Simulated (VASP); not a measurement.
# Ge (Pm-3m) in VASP: further runs, part 2 of 2

VASP 6.6.1. Earlier steps stand in the parts before.

### 3 Single point, PBEsol-based global hybrid with 25 % exact exchange

This run uses another cell than the first one, of 19.91 Å³/atom.

File POSCAR:

```
Ge
1.0
    2.7104700000      0.0000000000      0.0000000000
    0.0000000000      2.7104700000      0.0000000000
    0.0000000000      0.0000000000      2.7104700000
Ge
1
Direct
    0.0000000000      0.0000000000      0.0000000000
```

File INCAR.step1:

```
SYSTEM = Ge
ALGO = Normal ; EDIFF = 1E-5
ENCUT = 520 ; GGA = PE
ISIF = 2 ; ISMEAR = -1
LASPH = .True. ; LREAL = .False.
LWAVE = .True. ; NBANDS = 13
NELM = 80 ; PREC = Accurate
SIGMA = 0.05
```

File INCAR.step2:

```
SYSTEM = Ge
AEXX = 0.25 ; ALGO = Normal
EDIFF = 1E-6 ; ENCUT = 520
GGA = PS ; ISIF = 2
ISMEAR = -1 ; ISTART = 1
LASPH = .True. ; LCHARG = .True.
LELF = .True. ; LHFCALC = .True.
LREAL = .False. ; LVHAR = .True.
LWAVE = .False. ; NBANDS = 13
NELM = 80 ; PREC = Accurate
PRECFOCK = Normal ; SIGMA = 0.05
```

File KPOINTS:

```
k-points
0
Gamma
  5 5 5
  0 0 0
```

Potentials or basis: VASP PAW PBE potentials, release 64 (Ge_d).

The run is started by

```console
cat potpaw_PBE.64/Ge_d/POTCAR > POTCAR
cp INCAR.step1 INCAR
mpirun -np 1 vasp_std > vasp.out
cp INCAR.step2 INCAR
mpirun -np 1 vasp_std > vasp.out
```

Run time: 3.9 min. Hardware: 1 thread of Intel Xeon Platinum 8259CL at 2.50GHz (Skylake/Cascade Lake), shared host; peak memory 0.13 GiB.

It converged, with:

- Free energy: -5.9547 eV
- Pressure: -3.6 GPa
- Band gap on the k mesh: zero (bands 7 and 8 overlap by 9.78 eV)

Levels at points of the mesh, in eV from the Fermi level:
```tsv
k point	band 4	band 5	band 6	band 7	band 8	band 9
(0.00, 0.00, 0.00)	-27.24	-27.24	-13.83	8.75	8.75	8.75
```

Caveat: the k points lie up to 0.46 Å⁻¹ apart, too coarse for converged energies and pressures of a metal; the PAW data sets were made with another functional, which shifts forces and pressure a little.

### 4 Single point, B3LYP

This run uses another cell than the first one, of 20.97 Å³/atom.

File POSCAR:

```
Ge
1.0
    2.7578249063      0.0000000000      0.0000000000
    0.0000000000      2.7578249063      0.0000000000
    0.0000000000      0.0000000000      2.7578249063
Ge
1
Direct
    0.0000000000      0.0000000000      0.0000000000
```

File INCAR.step1:

```
PREC = Accurate ; ENCUT = 520
EDIFF = 1E-5 ; ISMEAR = -1
SIGMA = 0.05 ; LREAL = False
LASPH = True ; NELM = 60
ALGO = Normal ; ISIF = 2
LWAVE = True ; NBANDS = 13
GGA = PE
```

File INCAR.step2:

```
PREC = Accurate ; ENCUT = 520
EDIFF = 1E-6 ; ISMEAR = -1
SIGMA = 0.05 ; LREAL = False
LASPH = True ; NELM = 60
ALGO = Normal ; ISIF = 2
LWAVE = False ; LCHARG = True
GGA = B3 ; LHFCALC = True
AEXX = 0.2 ; AGGAX = 0.72
AGGAC = 0.81 ; ALDAC = 0.19
PRECFOCK = Normal ; LELF = True
LVHAR = True ; NBANDS = 13
ISTART = 1
```

File KPOINTS:

```
regular mesh
0
Gamma
  5 5 5
```

Potentials or basis: VASP PAW PBE potentials, release 64 (Ge_d).

The run is started by

```console
cat potpaw_PBE.64/Ge_d/POTCAR > POTCAR
cp INCAR.step1 INCAR
mpirun -np 1 vasp_std > vasp.out
cp INCAR.step2 INCAR
mpirun -np 1 vasp_std > vasp.out
```

OUTCAR:

```text
PREC = Accurate
   ENCUT = 520
   EDIFF = 1E-6
   ISMEAR = -1
   LREAL = False
   LASPH = True
   NELM = 60
   ISIF = 2
   GGA = B3
   LHFCALC = True
   AEXX = 0.2
   PRECFOCK = Normal
   ISTART = 1

 ion  position               nearest neighbor table
   1  0.000  0.000  0.000-

  LATTYP: Found a simple cubic cell.
 ALAT       =     2.7578249063

[... 331 lines left out ...]
      8       6.1881      0.00000
      9       7.8106      0.00000
     10      13.8657      0.00000
     11      14.6113      0.00000
     12      14.6113      0.00000
     13      19.7727      0.00000

------------------------ aborting loop because EDIFF is reached ----------------------------------------

  FORCE on cell =-STRESS in cart. coord.  units (eV):
  Direction    XX          YY          ZZ          XY          YZ          ZX
  --------------------------------------------------------------------------------------
  -------------------------------------------------------------------------------------
  Total       -0.0187292     -0.0187292     -0.0187292      0.0000000      0.0000000     -0.0000000
  in kB       -1.4306391     -1.4306391     -1.4306391      0.0000000      0.0000000     -0.0000000
  external PRESSURE =      -1.4306391 kB  Pullay stress =       0.0000000 kB

 VOLUME and BASIS-vectors are now :
 -----------------------------------------------------------------------------
  energy-cutoff  :      520.00
  volume of cell :       20.97
      direct lattice vectors                 reciprocal lattice vectors
     2.757824906  0.000000000  0.000000000     0.362604601  0.000000000  0.000000000
     0.000000000  2.757824906  0.000000000     0.000000000  0.362604601  0.000000000
     0.000000000  0.000000000  2.757824906     0.000000000  0.000000000  0.362604601

 POSITION                                       TOTAL-FORCE (eV/Angst)
 -----------------------------------------------------------------------------------
      0.00000      0.00000      0.00000         0.000000      0.000000      0.000000
 -----------------------------------------------------------------------------------
    total drift:                                0.000000      0.000000      0.000000

  FREE ENERGIE OF THE ION-ELECTRON SYSTEM (eV)
  ---------------------------------------------------
  free  energy   TOTEN  =        -4.6652123673 eV

  energy  without entropy=       -4.6618868128  energy(sigma->0) =       -4.66354959
```

OSZICAR.step1:

```text
N       E                     dE             d eps       ncg     rms          rms(c)
DAV:   1     0.659912040266E+02    0.65991E+02   -0.73521E+03   285   0.280E+03
DAV:   2     0.216769925779E+01   -0.63824E+02   -0.60918E+02   265   0.428E+02
DAV:   3    -0.430971497567E+01   -0.64774E+01   -0.64532E+01   280   0.780E+01
DAV:   4    -0.440628600647E+01   -0.96571E-01   -0.96560E-01   300   0.102E+01
DAV:   5    -0.440719778283E+01   -0.91178E-03   -0.91174E-03   310   0.115E+00    0.123E+00
DAV:   6    -0.440442494721E+01    0.27728E-02   -0.53083E-03   305   0.159E+00    0.707E-01
DAV:   7    -0.440419215255E+01    0.23279E-03   -0.38562E-03   300   0.112E+00    0.716E-02
DAV:   8    -0.440419671540E+01   -0.45629E-05   -0.60389E-04   320   0.555E-01    0.293E-02
DAV:   9    -0.440419444967E+01    0.22657E-05   -0.21936E-05   299   0.948E-02
   1 F= -.44041944E+01 E0= -.44025316E+01  d E =-.332568E-02
```

Run time: 2.4 min. Hardware: 1 thread of Intel Xeon Platinum 8259CL at 2.50GHz (Skylake/Cascade Lake), shared host; peak memory 0.14 GiB.

Results:

- Free energy: -4.6652 eV
- Pressure: -0.1 GPa
- Band gap on the k mesh: zero (bands 7 and 8 overlap by 9.01 eV)

Caveat: the k points lie up to 0.46 Å⁻¹ apart, too coarse for converged energies and pressures of a metal; the PAW data sets were made with another functional, which shifts forces and pressure a little.

### 5 Relaxation of cell and atoms, PBE0

This run uses another cell than the first one, of 19.91 Å³/atom.

File POSCAR:

```
Ge
1.0
    2.7104700000      0.0000000000      0.0000000000
    0.0000000000      2.7104700000      0.0000000000
    0.0000000000      0.0000000000      2.7104700000
Ge
1
Direct
    0.0000000000      0.0000000000      0.0000000000
```

File INCAR.step1:

```
PREC = Accurate
ENCUT = 600
EDIFF = 1E-5
ISMEAR = -1
SIGMA = 0.05
LREAL = False
LASPH = True
NELM = 60
ALGO = Normal
LWAVE = True
LCHARG = False
GGA = PE
NBANDS = 13
```

File INCAR.step2:

```
PREC = Accurate
ENCUT = 600
EDIFF = 1E-6
ISMEAR = -1
SIGMA = 0.05
LREAL = False
LASPH = True
NELM = 60
ALGO = Normal
ISIF = 3
LWAVE = False
LCHARG = False
GGA = PE
LHFCALC = True
AEXX = 0.25
PRECFOCK = Normal
IBRION = 2
NSW = 60
EDIFFG = -0.01
ISTART = 1
```

File KPOINTS:

```
Automatic mesh
0
Gamma
  5 5 5
```

The run is started by

```console
cat potpaw_PBE.64/Ge_d/POTCAR > POTCAR
cp INCAR.step1 INCAR
mpirun -np 1 vasp_std > vasp.out
cp INCAR.step2 INCAR
mpirun -np 1 vasp_std > vasp.out
```

Wall time 27 min (1 thread of Intel Xeon Platinum 8259CL at 2.50GHz (Skylake/Cascade Lake), shared host); peak memory 0.15 GiB.

Results (log left out):

```
Free energy                           : -5.6459 eV
Relaxed volume                        : 19.52 Å³/atom
Relaxed cell                          : a = 2.693 Å, b = 2.693 Å, c = 2.693 Å, α = 90.00°, β = 90.00°, γ = 90.00°
Space group after relaxing (to 0.1 Å) : Pm-3m (No. 221)
Energy gained by relaxing             : 1.8 meV/atom
Ionic steps                           : 8
Pressure after relaxing               : 0.0 GPa
Band gap on the k mesh                : zero (bands 7 and 8 overlap by 9.91 eV)
```

Step by step:
```csv
step,energy change (eV),largest force (eV/Å),pressure (GPa),volume (Å³)
1,0.0000,0.0000,-1.32,19.91
2,-0.0017,0.0000,0.51,19.44
3,-0.0018,0.0000,-0.13,19.53
4,-0.0018,0.0000,0.27,19.51
5,-0.0018,0.0000,-0.14,19.52
6,-0.0018,0.0000,0.13,19.52
7,-0.0018,0.0000,0.29,19.52
8,-0.0018,0.0000,0.00,19.52
```

Final structure:
```
CELL_PARAMETERS angstrom
2.69257 0.00000 0.00000
0.00000 2.69257 0.00000
0.00000 0.00000 2.69257
ATOMIC_POSITIONS crystal
Ge 0.00000 0.00000 0.00000
```

Levels at points of the mesh, in eV from the Fermi level:
```tsv
k point	band 4	band 5	band 6	band 7	band 8	band 9
(0.00, 0.00, 0.00)	-27.31	-27.31	-14.01	8.87	8.87	8.87
```

Caveat: the k points lie up to 0.47 Å⁻¹ apart in the final cell, too coarse for converged energies and pressures of a metal; the PAW data sets were made with another functional, which shifts forces and pressure a little.

### 6 Summary

```tsv
task	level	cell	cutoff (eV)	share of exact exchange	gap on the mesh (eV)	pressure (GPa)
single point	PBE0	a = 2.694 Å, 1 atom	520	0.25	none	0.0
single point	PBEsol-based global hybrid with 25 % exact exchange	a = 2.710 Å, 1 atom	520	0.25	none	-3.6
single point	B3LYP	a = 2.758 Å, 1 atom	520	0.2	none	-0.1
relaxation of cell and atoms	PBE0	relaxed from a = 2.710 Å, 1 atom	600	0.25	none	0.0
```

Alike in all rows: potentials or basis VASP PAW PBE potentials, release 64 (Ge_d); no spin polarisation; k mesh 5 × 5 × 5; smearing fermi-dirac 0.05 eV.

Caveats: all runs use coarse meshes; the PAW data sets were made with another functional, which shifts forces and pressure a little.

Total energies depend on the potentials used, so only differences within one code and one set of settings carry meaning.
